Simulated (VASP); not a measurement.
# FeO (Wuestite) (Fm-3m) in VASP: a series of runs

The runs below take FeO (Wuestite) through relaxation of cell and atoms, single point, with PBEsol, PBE.

Everything below comes from runs of VASP 6.6.1. Logs are shortened: lines on timing, memory, paths and dates and some standing lists are left out, and cuts for length are marked.

**The experiment to reproduce.**

From “W\"ustite: Electric, thermodynamic and optical properties of FeO”, 2012, arxiv:1203.1201, for a bulk crystal of FeO: band gap 2.4 eV (optical).

How close the calculation comes is told below.

## 1. The cell of the first run

The structure is cubic, space group Fm-3m (No. 225). The conventional cell has a = 4.311 Å, b = 4.311 Å, c = 4.311 Å, α = 90.00°, β = 90.00°, γ = 90.00°. Fe (site symmetry m-3m) has 6 O at 2.16 Å within 2.9 Å. O (site symmetry m-3m) has 6 Fe at 2.16 Å within 2.9 Å.

## 2. Relaxation of cell and atoms, PBEsol, collinear spin, ferromagnetic start, target pressure 10 GPa, at which the enthalpy is minimised

Input file INCAR:

```
  ALGO = Normal
  EDIFF = 1E-7
  EDIFFG = -0.005
  ENCUT = 600
  GGA = PS
  IBRION = 2
  ISIF = 3
  ISMEAR = -1
  ISPIN = 2
  LASPH = True
  LCHARG = False
  LMAXMIX = 4
  LORBIT = 11
  LREAL = False
  LWAVE = False
  MAGMOM = 3 0
  NELM = 150
  NSW = 80
  PREC = Accurate
  PSTRESS = 100.0
  SIGMA = 0.05
```

Input file KPOINTS:

```
k-points
0
Gamma
  11 11 11
```

Input file POSCAR:

```
FeO
1.0
    0.0000000000      2.1554000000      2.1554000000
    2.1554000000      0.0000000000      2.1554000000
    2.1554000000      2.1554000000      0.0000000000
Fe O
1 1
Direct
    0.0000000000      0.0000000000      0.0000000000
    0.5000000000      0.5000000000      0.5000000000
```

Potentials or basis: VASP PAW PBE potentials, release 64 (Fe, O).

Command:

```bash
cat potpaw_PBE.64/Fe/POTCAR potpaw_PBE.64/O/POTCAR > POTCAR
mpirun -np 1 vasp_std > vasp.out
```

OUTCAR:

```text
EDIFF = 1E-7
   EDIFFG = -0.005
   ENCUT = 600
   GGA = PS
   IBRION = 2
   ISIF = 3
   ISMEAR = -1
   ISPIN = 2
   LASPH = True
   LORBIT = 11
   LREAL = False
   NELM = 150
   NSW = 80
   PREC = Accurate
   PSTRESS = 100.0

 ion  position               nearest neighbor table
   1  0.000  0.000  0.000-   2 2.16   2 2.16   2 2.16   2 2.16   2 2.16   2 2.16
   2  0.500  0.500  0.500-   1 2.16   1 2.16   1 2.16   1 2.16   1 2.16   1 2.16

  LATTYP: Found a face centered cubic cell.
 ALAT       =     4.3108000000

  Lattice vectors:

 A1 = (   0.0000000000,   2.1554000000,   2.1554000000)
 A2 = (   2.1554000000,   0.0000000000,   2.1554000000)
 A3 = (   2.1554000000,   2.1554000000,   0.0000000000)

Analysis of symmetry for initial positions (statically):
=====================================================================
 Subroutine PRICEL returns:
 Original cell was already a primitive cell.

 Routine SETGRP: Setting up the symmetry group for a
 face centered cubic supercell.

 Subroutine GETGRP returns: Found 48 space group operations
 (whereof 48 operations were pure point group operations)
 out of a pool of 48 trial point group operations.

The static configuration has the point symmetry O_h .

Analysis of symmetry for dynamics (positions and initial velocities):
=====================================================================
 Subroutine PRICEL returns:
 Original cell was already a primitive cell.

 Routine SETGRP: Setting up the symmetry group for a
 face centered cubic supercell.

 Subroutine GETGRP returns: Found 48 space group operations
 (whereof 48 operations were pure point group operations)
 out of a pool of 48 trial point group operations.

The dynamic configuration has the point symmetry O_h .

Analysis of structural, dynamic, and magnetic symmetry:
=====================================================================
 Subroutine PRICEL returns:
 Original cell was already a primitive cell.

 Routine SETGRP: Setting up the symmetry group for a
 face centered cubic supercell.

 Subroutine GETGRP returns: Found 48 space group operations
 (whereof 48 operations were pure point group operations)
 out of a pool of 48 trial point group operations.

The overall configuration has the point symmetry O_h .

 Subroutine INISYM returns: Found 48 space group operations
 (whereof 48 operations are pure point group operations),
 and found     1 'primitive' translations

----------------------------------------------------------------------------------------

                                     Primitive cell

[... 118 lines left out ...]
   IVDW    =     0    specifies the selected vdW correction
   LEPSILON=     F    determine dielectric tensor
   LRPA    =     F    only Hartree local field effects (RPA)
 conjugate gradient relaxation of ions
 spin polarized calculation
  energy-cutoff  :      600.00
  volume of cell :       20.03
 maximum number of plane-waves:       678
   NGX = 13   NGY = 13   NGZ = 13

--------------------------------------- Ionic step        1  -------------------------------------------

 number of electron      13.9999999 magnetization       4.0006241

 Free energy of the ion-electron system (eV)
  ---------------------------------------------------
  ext. energy  EPLUGINS =         0.00000000
  ---------------------------------------------------
  free energy    TOTEN  =       -15.84571791 eV

  energy without entropy =      -15.83395863  energy(sigma->0) =      -15.83983827

------------------------ aborting loop because EDIFF is reached ----------------------------------------

  FORCE on cell =-STRESS in cart. coord.  units (eV):
  Direction    XX          YY          ZZ          XY          YZ          ZX
  --------------------------------------------------------------------------------------
  -------------------------------------------------------------------------------------
  Total       -1.0528952     -1.0528952     -1.0528952      0.0000000     -0.0000000      0.0000000
  in kB      -84.2329641    -84.2329641    -84.2329641      0.0000000     -0.0000000      0.0000000
  external PRESSURE =    -184.2329641 kB  Pullay stress =     100.0000000 kB
[... 63 lines left out ...]
--------------------------------------- Ionic step        3  -------------------------------------------

 number of electron      14.0000006 magnetization       3.9738613

 Free energy of the ion-electron system (eV)
  ---------------------------------------------------
  ext. energy  EPLUGINS =         0.00000000
  ---------------------------------------------------
  free energy    TOTEN  =       -15.84391906 eV

  energy without entropy =      -15.83176127  energy(sigma->0) =      -15.83784016

 E-fermi :   7.0601     XC(G=0): -12.9117

 val. band max:        7.0480187176   @ k =  -0.3636   0.2727   0.0909
 cond. band min:       7.0663222295   @ k =  -0.1818   0.0909   0.0000
 fundamental gap:      0.0183035119
 Fermi energy:         7.0600832276

 spin component 1

 k-point     1 :       0.0000    0.0000    0.0000
  band No.  band energies     occupation
      1     -14.3937      1.00000
      2       2.9031      1.00000
      3       2.9031      1.00000
      4       2.9031      1.00000
      5       3.0941      1.00000
      6       3.0941      1.00000
      7       3.0941      1.00000
      8       3.3938      1.00000
      9       3.3938      1.00000
     10       7.5986      0.00002
     11      22.6120      0.00000
     12      24.7093      0.00000
     13      24.7093      0.00000
[... 356 lines left out ...]
      2      -0.8395      1.00000
      3       0.3693      1.00000
      4       0.8516      1.00000
      5       3.5211      1.00000
      6       3.8996      1.00000
      7       4.4137      1.00000
      8       4.6021      1.00000
      9       6.6044      0.99989
     10      11.2717      0.00000
     11      17.9389      0.00000
     12      19.5609      0.00000
     13      22.8578      0.00000

 [... further k-points ...]

 spin component 2

 k-point     1 :       0.0000    0.0000    0.0000
  band No.  band energies     occupation
      1     -13.8069      1.00000
      2       3.5322      1.00000
      3       3.5322      1.00000
      4       3.5322      1.00000
      5       6.1813      1.00000
      6       6.1814      1.00000
      7       6.1814      1.00000
      8       7.1324      0.19070
      9       7.1325      0.19017
     10       8.4270      0.00000
     11      22.6710      0.00000
     12      25.7385      0.00000
     13      25.7385      0.00000
[... 401 lines left out ...]
  energy  without entropy=      -15.8317612656  energy(sigma->0) =      -15.83784016

  enthalpy is  TOTEN    =       -14.7003664942 eV   P V=        1.1435525658

 reached required accuracy - stopping structural energy minimisation

 total charge

# of ion       s       p       d       tot
------------------------------------------
    1        0.319   0.430   6.160   6.910
    2        1.548   3.466   0.000   5.014
--------------------------------------------------
tot          1.867   3.895   6.160  11.923

 magnetization (x)

# of ion       s       p       d       tot
------------------------------------------
    1        0.027   0.023   3.528   3.578
    2        0.034   0.282   0.000   0.316
--------------------------------------------------
tot          0.060   0.305   3.528   3.893
```

CONTCAR:

```text
FeO
   1.00000000000000
     0.0000000000000000    2.0924041520059586    2.0924041520059586
     2.0924041520059586   -0.0000000000000000    2.0924041520059586
     2.0924041520059586    2.0924041520059586   -0.0000000000000000
  Fe              O
     1     1
Direct
     0.0000000000000000    0.0000000000000000    0.0000000000000000
     0.5000000000000000    0.5000000000000000    0.5000000000000000

  0.00000000E+00  0.00000000E+00  0.00000000E+00
  0.00000000E+00  0.00000000E+00  0.00000000E+00
```

It took 2.8 min on 1 thread of AMD EPYC 7R13, shared host; peak memory 0.15 GiB.

Results:

```yaml
Free_energy: -15.8439 eV
Relaxed_volume: 9.16 Å³/atom
Relaxed_cell: a = 2.959 Å, b = 2.959 Å, c = 2.959 Å, α = 60.00°, β = 60.00°, γ = 60.00°
Space_group_after_relaxing_to_0.05_Å: Fm-3m (No. 225)
Energy_change_on_relaxing_the_enthalpy_is_what_falls: +0.9 meV/atom
Ionic_steps: 3
Pressure_after_relaxing: 10.1 GPa
Band_gap_on_the_k_mesh: zero (filled and empty bands overlap)
Net_moment: 3.97 μB per cell
Site_moments: Fe +3.58; O +0.32 μB
Valence_electrons_inside_the_program's_atomic_spheres: Fe 6.91; O 5.01
```

Step by step:
```
step  energy change (eV)  largest force (eV/Å)  pressure (GPa)  volume (Å³)
   1              0.0000                0.0000           -8.42        20.03
   2              0.1785                0.0000           29.69        16.87
   3              0.0018                0.0000           10.06        18.32
```

Final structure:
```yaml
crystal:
  lattice:
    - [0.00000, 2.09240, 2.09240]
    - [2.09240, 0.00000, 2.09240]
    - [2.09240, 2.09240, 0.00000]
  atoms:
    - { symbol: Fe, position: [0.00000, 0.00000, 0.00000] }
    - { symbol: O, position: [0.50000, 0.50000, 0.50000] }
```

Caveat: the cell is relaxed towards a set pressure, so the enthalpy falls and the energy may rise; the PAW data sets were made with another functional, which shifts forces and pressure a little; a cell with one magnetic atom can't hold antiferromagnetic order, which such compounds often take; semilocal functionals often make such compounds metallic where correlation or magnetic order opens a gap, which also shifts bond lengths. With open d or f shells a metallic result of PBEsol can be an artefact of self-interaction; +U or a hybrid may open a gap.

## 3. Relaxation of cell and atoms, PBEsol, collinear spin, ferromagnetic start, target pressure 20 GPa, at which the enthalpy is minimised

Input file INCAR:

```
SYSTEM = FeO
ALGO = Normal ; EDIFF = 1E-6
EDIFFG = -0.005 ; ENCUT = 600
GGA = PS ; IBRION = 2
ISIF = 3 ; ISMEAR = -1
ISPIN = 2 ; LASPH = .True.
LCHARG = .False. ; LMAXMIX = 4
LORBIT = 11 ; LREAL = .False.
LWAVE = .False. ; MAGMOM = 3 0
NELM = 150 ; NSW = 80
PREC = Accurate ; PSTRESS = 200.0
SIGMA = 0.05
```

Input file KPOINTS:

```
k-points
0
Gamma
  11 11 11
  0 0 0
```

POSCAR is that of step 2.

Potentials or basis: VASP PAW PBE potentials, release 64 (Fe, O).

Command:

```bash
cat potpaw_PBE.64/Fe/POTCAR potpaw_PBE.64/O/POTCAR > POTCAR
mpirun -np 1 vasp_std > vasp.out
```

It took 3.1 min on 1 thread of AMD EPYC 7R13, shared host; peak memory 0.15 GiB.

It converged, with:

```yaml
Free_energy: -15.7709 eV
Relaxed_volume: 8.77 Å³/atom
Relaxed_cell: a = 2.916 Å, b = 2.916 Å, c = 2.916 Å, α = 60.00°, β = 60.00°, γ = 60.00°
Space_group_after_relaxing_to_0.05_Å: Fm-3m (No. 225)
Energy_change_on_relaxing_the_enthalpy_is_what_falls: +37.4 meV/atom
Ionic_steps: 6
Pressure_after_relaxing: 20.0 GPa
Net_moment: 3.84 μB per cell
Site_moments: Fe +3.48; O +0.29 μB
Valence_electrons_inside_the_program's_atomic_spheres: Fe 7.01; O 5.03
```

The path:
| step | energy change (eV) | largest force (eV/Å) | pressure (GPa) | volume (Å³) |
| --- | --- | --- | --- | --- |
| 1 | 0.0000 | 0.0000 | -8.50 | 20.03 |
| 2 | 0.5961 | 0.0000 | 59.19 | 15.30 |
| 3 | 0.0737 | 0.0000 | 19.87 | 17.55 |
| 4 | 0.0797 | 0.0000 | 20.55 | 17.50 |
| 5 | 0.0712 | 0.0000 | 19.59 | 17.57 |
| 6 | 0.0748 | 0.0000 | 19.99 | 17.54 |

Final structure:
```cif
data_structure
_symmetry_space_group_name_H-M 'P 1'
_symmetry_Int_Tables_number 1
_cell_length_a 2.9163
_cell_length_b 2.9163
_cell_length_c 2.9163
_cell_angle_alpha 60.000
_cell_angle_beta 60.000
_cell_angle_gamma 60.000
_cell_volume 17.54
loop_
_atom_site_label
_atom_site_type_symbol
_atom_site_fract_x
_atom_site_fract_y
_atom_site_fract_z
_atom_site_occupancy
Fe1 Fe 0.00000 0.00000 0.00000 1
O1 O 0.50000 0.50000 0.50000 1
```

Levels at points of the mesh, in eV from the Fermi level:
Spin up:
```
           k point  band 6  band 7  band 8  band 9  band 10  band 11  band 12  band 13
(0.00, 0.00, 0.00)   -3.98   -3.98   -3.64   -3.64     0.83    15.70    18.06    18.06
```
Spin down:
```csv
k point,band 1,band 2,band 3,band 4,band 5,band 6,band 7,band 8,band 9,band 10
"(0.00, 0.00, 0.00)",-21.33,-3.76,-3.76,-3.76,-1.00,-1.00,-1.00,0.00,0.00,1.63
```

Caveat: the cell is relaxed towards a set pressure, so the enthalpy falls and the energy may rise; the PAW data sets were made with another functional, which shifts forces and pressure a little; a cell with one magnetic atom can't hold antiferromagnetic order, which such compounds often take; semilocal functionals often make such compounds metallic where correlation or magnetic order opens a gap, which also shifts bond lengths. With open d or f shells a metallic result of PBEsol can be an artefact of self-interaction; +U or a hybrid may open a gap.

(Part 1 of 2 ends here.)
